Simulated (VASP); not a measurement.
# TiC in VASP: single point with PBE

Aim: the single point of TiC with PBE.

Program: VASP 6.6.1. These are calculated values, not measurements. Logs are shortened: lines on timing, memory, paths and dates and some standing lists are left out, and cuts for length are marked.

### Step 1. The cell of the first run

The typed cell holds 16 atoms: a = 6.152 Å, b = 6.275 Å, c = 6.274 Å, α = 58.70°, β = 60.63°, γ = 60.63°.

### Step 2. Single point, PBE

INCAR

```
PREC     = Accurate       # precision mode
ENCUT    = 520            # plane-wave cutoff, eV
EDIFF    = 1E-7           # SCF threshold, eV
ISMEAR   = 0              # smearing method
SIGMA    = 0.1            # smearing width, eV
LREAL    = Auto         
LASPH    = T              # aspherical terms in the spheres
NELM     = 80             # most SCF steps
ALGO     = Normal         # electronic algorithm
ISIF     = 2              # what is computed and relaxed
LWAVE    = F              # write WAVECAR
LCHARG   = F              # write CHGCAR
GGA      = PE             # functional
ISYM     = 0            
NBANDS   = 78             # bands
```

KPOINTS

```
regular mesh
0
Gamma
  3 3 3
```

POSCAR

```
TiC
1.0
    0.0009847629      4.3499686395      4.3500855784
    4.5218075991      0.0005193734      4.3505509679
    4.5211829413      4.3498093711      0.0011440312
Ti C
8 8
Direct
    0.5307394397      0.9676400325     -0.0311253948
    0.5208171797      0.9578870616      0.4786238680
    0.5208147057      0.4775957060      0.9588122864
    1.0037272138     -0.0051819496      0.9957165969
    0.0405318264     -0.0422397719      0.4786517134
    1.0405495992      0.4775879858      0.9587464348
    0.0305616570      0.4677901953      0.4686580477
    0.5575621269      0.4406445332      0.4417845093
    0.3524248036      0.6459757119      0.6470916359
    0.2807394626      0.2177042735      0.2187332147
    0.2806612951      0.2177143741      0.7187111318
    0.2806249520      0.7176779428      0.2187875147
    0.2089048089      0.7895433302      0.7903560411
    0.7806375798      0.2176782121      0.7187243249
    0.7806735939      0.7176991816      0.2187097641
    0.7806367613      0.7177223597      0.7187137823
```

Potentials or basis: VASP PAW PBE potentials, release 64 (Ti_sv, C).

Launch:

```console
$ cat potpaw_PBE.64/Ti_sv/POTCAR potpaw_PBE.64/C/POTCAR > POTCAR
$ mpirun -np 1 vasp_std > vasp.out
```

OUTCAR:

```text
PREC = Accurate
   ENCUT = 520
   EDIFF = 1E-7
   ISMEAR = 0
   LREAL = Auto
   LASPH = T
   NELM = 80
   ISIF = 2
   GGA = PE
   ISYM = 0

 ion  position               nearest neighbor table
   1  0.531  0.968  0.969-  15 2.17  14 2.17  12 2.18  11 2.18  10 2.26  16 2.26
   2  0.521  0.958  0.479-  16 2.18  10 2.18  13 2.19   9 2.19  11 2.26  15 2.26
   3  0.521  0.478  0.959-  16 2.18  10 2.18   9 2.19  13 2.19  14 2.26  12 2.26
   4  0.004  0.995  0.996-  13 1.86  11 2.19  12 2.19  14 2.19  15 2.19
   5  0.041  0.958  0.479-  16 2.18  10 2.18  13 2.19   9 2.19  12 2.26  14 2.26
   6  0.041  0.478  0.959-  16 2.18  10 2.18   9 2.19  13 2.19  11 2.26  15 2.26
   7  0.031  0.468  0.469-  15 2.17  12 2.17  14 2.18  11 2.18  16 2.26  10 2.26
   8  0.558  0.441  0.442-   9 1.86  11 2.19  12 2.19  14 2.19  15 2.19
   9  0.352  0.646  0.647-  13 1.30   8 1.86   3 2.19   6 2.19   5 2.19   2 2.19
  10  0.281  0.218  0.219-   2 2.18   3 2.18   5 2.18   6 2.18   1 2.26   7 2.26
  11  0.281  0.218  0.719-   7 2.18   1 2.18   8 2.19   4 2.19   6 2.26   2 2.26
  12  0.281  0.718  0.219-   7 2.17   1 2.18   8 2.19   4 2.19   5 2.26   3 2.26
  13  0.209  0.790  0.790-   9 1.30   4 1.86   5 2.19   2 2.19   3 2.19   6 2.19
  14  0.781  0.218  0.719-   1 2.17   7 2.18   8 2.19   4 2.19   5 2.26   3 2.26
  15  0.781  0.718  0.219-   1 2.17   7 2.17   8 2.19   4 2.19   6 2.26   2 2.26
  16  0.781  0.718  0.719-   2 2.18   6 2.18   5 2.18   3 2.18   7 2.26   1 2.26

IMPORTANT INFORMATION: All symmetrisations will be switched off!
NOSYMM: (Re-)initialisation of all symmetry stuff for point group C_1.

----------------------------------------------------------------------------------------

                                     Primitive cell

  volume of cell :     171.0728

  direct lattice vectors                    reciprocal lattice vectors
     0.000984763  4.349968640  4.350085578    -0.110619971  0.114947935  0.114960732
     4.521807599  0.000519373  4.350550968     0.110579051 -0.114965868  0.114937745
     4.521182941  4.349809371  0.001144031     0.110610818  0.114956715 -0.114978665

  length of vectors
     6.151867414  6.274873541  6.273909313     0.196636150  0.196610179  0.196646619

  position of ions in fractional coordinates (direct lattice)
     0.530739440  0.967640033  0.968874605
     0.520817180  0.957887062  0.478623868
     0.520814706  0.477595706  0.958812286
     0.003727214  0.994818050  0.995716597
     0.040531826  0.957760228  0.478651713
     0.040549599  0.477587986  0.958746435
[... 8 lines left out ...]
     0.780673594  0.717699182  0.218709764
     0.780636761  0.717722360  0.718713782

  ion indices of the primitive-cell ions
   primitive index   ion index
                 1           1
                 2           2
                 3           3
                 4           4
                 5           5
                 6           6
[... 8 lines left out ...]
                15          15
                16          16

----------------------------------------------------------------------------------------

 KPOINTS: regular mesh

Automatic generation of k-mesh.
 Grid dimensions read from file:
 generate k-points for:    3    3    3

 Generating k-lattice:

  Cartesian coordinates                     Fractional coordinates (reciprocal lattice)
    -0.036873324  0.038315978  0.038320244     0.333333333  0.000000000  0.000000000
     0.036859684 -0.038321956  0.038312582     0.000000000  0.333333333 -0.000000000
     0.036870273  0.038318905 -0.038326222     0.000000000  0.000000000  0.333333333

  Length of vectors
     0.065545383  0.065536726  0.065548873

  Shift w.r.t. Gamma in fractional coordinates (k-lattice)
     0.000000000  0.000000000  0.000000000

 Subroutine IBZKPT returns following result:
 ===========================================

 Found     14 irreducible k-points:

 Following reciprocal coordinates:
            Coordinates               Weight
  0.000000  0.000000  0.000000      1.000000
  0.333333 -0.000000 -0.000000      2.000000
 -0.000000  0.333333 -0.000000      2.000000
  0.333333  0.333333 -0.000000      2.000000
 -0.333333  0.333333  0.000000      2.000000
  0.000000 -0.000000  0.333333      2.000000
  0.333333 -0.000000  0.333333      2.000000
 -0.333333  0.000000  0.333333      2.000000
  0.000000  0.333333  0.333333      2.000000
  0.333333  0.333333  0.333333      2.000000
 -0.333333  0.333333  0.333333      2.000000
  0.000000 -0.333333  0.333333      2.000000
  0.333333 -0.333333  0.333333      2.000000
 -0.333333 -0.333333  0.333333      2.000000
   k-points           NKPTS =     14   k-points in BZ     NKDIM =     14   number of bands    NBANDS=     78
   number of dos      NEDOS =    301   number of ions     NIONS =     16
   total plane-waves  NPLWV = 110592
   dimension x,y,z NGX =    48 NGY =   48 NGZ =   48
   dimension x,y,z NGXF=    96 NGYF=   96 NGZF=   96
   ions per type =               8   8
   NGX,Y,Z   is equivalent  to a cutoff of  12.97, 12.72, 12.72 a.u.
   NGXF,Y,Z  is equivalent  to a cutoff of  25.94, 25.43, 25.44 a.u.
 SYSTEM =  unknown system
   PREC   = accura    normal or accurate (medium, high low for compatibility)
   ISTART =      0    job   : 0-new  1-cont  2-samecut
   ICHARG =      2    charge: 1-file 2-atom 10-const
   ISPIN  =      1    spin polarized calculation?
   LNONCOLLINEAR =      F non collinear calculations
   LSORBIT =      F    spin-orbit coupling
   LASPH  =      T    aspherical Exc in radial PAW
   ENCUT  =  520.0 eV  38.22 Ry    6.18 a.u.  11.44 11.67 11.67*2*pi/ulx,y,z
   NELM   =     80;   NELMIN=  2; NELMDL= -5     # of ELM steps
   EDIFF  = 0.1E-06   stopping-criterion for ELM
   LREAL  =      T    real-space projection
   EDIFFG = 0.1E-05   stopping-criterion for IOM
   NSW    =      0    number of steps for IOM
   IBRION =     -1    ionic relax: 0-MD 1-quasi-New 2-CG
   NFREE  =      0    steps in history (QN), initial steepest desc. (CG)
   ISIF   =      2    stress and relaxation
   ISYM   =      0    0-nonsym 1-usesym 2-fastsym
   POTIM  = 0.5000    time-step for ionic-motion
   TEBEG  =    0.0;   TEEND  =   0.0 temperature during run
   PSTRESS=    0.0 pullay stress
   NELECT =     128.0000    total number of electrons
   NUPDOWN=      -1.0000    fix difference up-down
   EMIN   =  10.00;   EMAX   =-10.00  energy-range for DOS
   EFERMI =   0.00;   METHOD = LEGACY
   ISMEAR =     0;   SIGMA  =   0.10  broadening in eV -4-tet -1-fermi 0-gaus
   EFERMI_NEDOS =   21; number of points for ismear=-14 and -15
   IALGO  =     38    algorithm
   IMIX   =      4    mixing-type and parameters
     AMIX     =   0.40;   BMIX     =  1.00
     AMIX_MAG =   1.60;   BMIX_MAG =  1.00
  volume/ion in A,a.u.               =      10.69        72.15
  Fermi-wavevector in a.u.,A,eV,Ry     =   1.486225  2.808558 30.053422  2.208864
  Thomas-Fermi vector in A             =   2.599538
   LORBIT       =      0    0 simple, 1 ext, 2 COOP (PROOUT), +10 PAW based schemes
   GGA     = PE    functional components
   LHFCALC =     F    Hartree Fock is set to
   AEXX    =    0.0000 exact exchange contribution
   IVDW    =     0    specifies the selected vdW correction
   LEPSILON=     F    determine dielectric tensor
   LRPA    =     F    only Hartree local field effects (RPA)
 non-spin polarized calculation
 Gauss-broadening in eV      SIGMA  =   0.10
  energy-cutoff  :      520.00
  volume of cell :      171.07
 maximum number of plane-waves:      4645
 NGX is ok and might be reduce to    48
   NGX = 23   NGY = 23   NGZ = 23

 number of electron     127.9999994 magnetization

 Free energy of the ion-electron system (eV)
  ---------------------------------------------------
  ext. energy  EPLUGINS =         0.00000000
  ---------------------------------------------------
  free energy    TOTEN  =      -144.57156953 eV

  energy without entropy =     -144.54221208  energy(sigma->0) =     -144.55689081

 E-fermi :   9.0482     XC(G=0): -12.3872

 val. band max:        8.9961236271   @ k =   0.3333  -0.0000  -0.0000
 cond. band min:       9.0522725032   @ k =   0.0000  -0.0000   0.3333
 fundamental gap:      0.0561488761
 Fermi energy:         9.0482368048

 k-point     1 :       0.0000    0.0000    0.0000
  band No.  band energies     occupation
      1     -47.8685      2.00000
      2     -47.8361      2.00000
      3     -47.8359      2.00000
      4     -47.8103      2.00000
      5     -47.6849      2.00000
      6     -47.6839      2.00000
[... 68 lines left out ...]
     75      11.4331      0.00000
     76      11.4931      0.00000

 k-point     2 :       0.3333   -0.0000   -0.0000
  band No.  band energies     occupation
      1     -47.8609      2.00000
      2     -47.8416      2.00000
      3     -47.8315      2.00000
      4     -47.8147      2.00000
      5     -47.6849      2.00000
      6     -47.6844      2.00000
[... 68 lines left out ...]
     75      11.2030      0.00000
     76      11.6275      0.00000

 k-point     3 :      -0.0000    0.3333   -0.0000
  band No.  band energies     occupation
      1     -47.8609      2.00000
      2     -47.8415      2.00000
      3     -47.8316      2.00000
      4     -47.8147      2.00000
      5     -47.6849      2.00000
      6     -47.6844      2.00000
[... 858 lines left out ...]
     75      11.3932      0.00000
     76      11.4339      0.00000

 k-point    14 :      -0.3333   -0.3333    0.3333
  band No.  band energies     occupation
      1     -47.8540      2.00000
      2     -47.8373      2.00000
      3     -47.8369      2.00000
      4     -47.8196      2.00000
      5     -47.6852      2.00000
      6     -47.6838      2.00000
[... 68 lines left out ...]
     75      11.3932      0.00000
     76      11.4337      0.00000
 [bands above 76 left out]

------------------------ aborting loop because EDIFF is reached ----------------------------------------

  FORCE on cell =-STRESS in cart. coord.  units (eV):
  Direction    XX          YY          ZZ          XY          YZ          ZX
  --------------------------------------------------------------------------------------
  -------------------------------------------------------------------------------------
  Total        0.5286232      0.4860755      0.4662546     -0.0030455     -0.0265807     -0.0228117
  in kB        4.9508057      4.5523260      4.3666940     -0.0285223     -0.2489412     -0.2136422
  external PRESSURE =       4.6232752 kB  Pullay stress =       0.0000000 kB

 VOLUME and BASIS-vectors are now :
 -----------------------------------------------------------------------------
  energy-cutoff  :      520.00
  volume of cell :      171.07
      direct lattice vectors                 reciprocal lattice vectors
     0.000984763  4.349968640  4.350085578    -0.110619971  0.114947935  0.114960732
     4.521807599  0.000519373  4.350550968     0.110579051 -0.114965868  0.114937745
     4.521182941  4.349809371  0.001144031     0.110610818  0.114956715 -0.114978665

 POSITION                                       TOTAL-FORCE (eV/Angst)
 -----------------------------------------------------------------------------------
      8.75646      6.52362      6.51964         0.005027     -0.010672     -0.005119
      6.49584      4.34796      6.43348        -0.003134     -0.005830      0.029758
      6.49507      6.43643      4.34449        -0.002054      0.040926     -0.015890
      9.00020      4.34791      4.34536         0.034443     -0.001289      0.001563
      6.49492      2.25885      4.34365         0.001207     -0.053190     -0.006349
      6.49427      4.34700      2.25526         0.000594      0.002956     -0.052698
[... 8 lines left out ...]
      4.23489      4.34762      6.51863        -0.001951      0.004198      0.009135
      6.49561      6.52239      6.51915        -0.002593      0.007099      0.010283
 -----------------------------------------------------------------------------------
    total drift:                               -0.054232     -0.022423     -0.024874

  FREE ENERGIE OF THE ION-ELECTRON SYSTEM (eV)
  ---------------------------------------------------
  free  energy   TOTEN  =      -144.5715695274 eV

  energy  without entropy=     -144.5422120846  energy(sigma->0) =     -144.55689081
```

It took 6.7 min on 1 thread of Intel Xeon 6975P-C (Granite Rapids), shared host; peak memory 0.37 GiB.

What came out:

* Free energy: -144.5716 eV
* Pressure: 0.5 GPa
* Largest force: 0.082 eV/Å
* Band gap on the k mesh: zero (bands 64 and 65 overlap by 0.19 eV)

Forces on the atoms (eV/Å):
```
Ti   0.005 -0.011 -0.005
Ti  -0.003 -0.006  0.030
Ti  -0.002  0.041 -0.016
Ti   0.034 -0.001  0.002
Ti   0.001 -0.053 -0.006
Ti   0.001  0.003 -0.053
Ti   0.002 -0.003 -0.002
Ti  -0.034  0.003 -0.002
C   -0.074 -0.004 -0.006
C   -0.003 -0.001  0.007
C    0.000  0.005  0.009
C   -0.003  0.002  0.013
C    0.082  0.007  0.000
C   -0.001  0.006  0.011
C   -0.002  0.004  0.009
C   -0.003  0.007  0.010
```

Caveat: the k points lie up to 0.41 Å⁻¹ apart.

The gap in the log of VASP goes by the Fermi energy; the results here count the filled bands.